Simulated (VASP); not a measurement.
Write the native input for VASP 6.6.1 that does the following.

```yaml
Task: single point
Functional: PBEsol
Potentials_or_basis: VASP PAW PBE potentials, release 64 (Li_sv, Pb_d)
Cutoff: 520 eV
k_mesh: 7 × 7 × 7
Occupations: fermi-dirac, width 0.1 eV
Spin: no spin polarisation
Dipole_correction: no
Further_INCAR_settings: ALGO = Normal; EDIFF = 1e-07; NBANDS = 16
```

The structure of LiPb lies in POSCAR:

```
LiPb
1.0
    2.5370633709      1.4647743257      2.0987033856
   -2.5370633709      1.4647743257      2.0987033856
    0.0000000000     -2.9295486515      2.0987033856
Li Pb
1 1
Direct
    0.5000000000      0.5000000000      0.5000000000
    0.0000000000      0.0000000000      0.0000000000
```

One way to write it, as run:

INCAR

```
PREC = Accurate ; ENCUT = 520
EDIFF = 1E-7 ; ISMEAR = -1
SIGMA = 0.1 ; LREAL = F
LASPH = T ; NELM = 80
ALGO = Normal ; ISIF = 2
LWAVE = F ; LCHARG = F
GGA = PS ; NBANDS = 16
```

KPOINTS

```
regular mesh
0
Gamma
  7 7 7
```

Potentials or basis: VASP PAW PBE potentials, release 64 (Li_sv, Pb_d).

Command:

```console
$ cat potpaw_PBE.64/Li_sv/POTCAR potpaw_PBE.64/Pb_d/POTCAR > POTCAR
$ mpirun -np 1 vasp_std > vasp.out
```

It took 24 s on 1 thread of Intel(R) Xeon(R) Platinum 8259CL CPU @ 2.50GHz (Skylake/Cascade Lake), with other jobs on the host, peak memory 0.17 GiB.
